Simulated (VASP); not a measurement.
A run of VASP 6.6.1 is set up as follows.

File INCAR:

```
SYSTEM = C
PREC     = Accurate       ! precision mode
ENCUT    = 520            ! plane-wave cutoff, eV
EDIFF    = 1E-6           ! SCF threshold, eV
ISMEAR   = 0              ! smearing method
SIGMA    = 0.05           ! smearing width, eV
LREAL    = .FALSE.        ! projectors in reciprocal space
LASPH    = .TRUE.         ! aspherical terms in the spheres
NELM     = 100            ! most SCF steps
ALGO     = Normal         ! electronic algorithm
ISIF     = 2              ! what is computed and relaxed
LWAVE    = .FALSE.        ! write WAVECAR
LCHARG   = .FALSE.        ! write CHGCAR
GGA      = PE             ! functional
NBANDS   = 11             ! bands
```

File KPOINTS:

```
Automatic mesh
0
G
  12 12 12
  0 0 0
```

POSCAR

```
C
1.0
    0.4347120269      2.0251218816      2.0251218816
    2.0251218816      0.4347120269      2.0251218816
    2.0251218816      2.0251218816      0.4347120269
C
2
Direct
    0.5000000000      0.5000000000      0.5000000000
    0.7500000000      0.7500000000      0.7500000000
```

Potentials or basis: VASP PAW PBE potentials, release 64 (C).

Launch:

```bash
$ cat potpaw_PBE.64/C/POTCAR > POTCAR
$ mpirun -np 1 vasp_std > vasp.out
```

Task: Predict the largest force.

Result: 3.124 eV/Å.

Task: What does it give for the pressure?

Result: 55.5 GPa.

Task: What does it give for the band gap on the k mesh?

Result: Zero (band 4 reaches 10.84 eV, above the bottom of band 5 at 9.08 eV).

Stress tensor (GPa, compression positive):
```
 55.52 -97.19 -97.19
-97.19  55.52 -97.19
-97.19 -97.19  55.52
```

Caveat: forces of over 1 eV/Å act on the atoms, so gaps and moduli don't describe the material at rest.
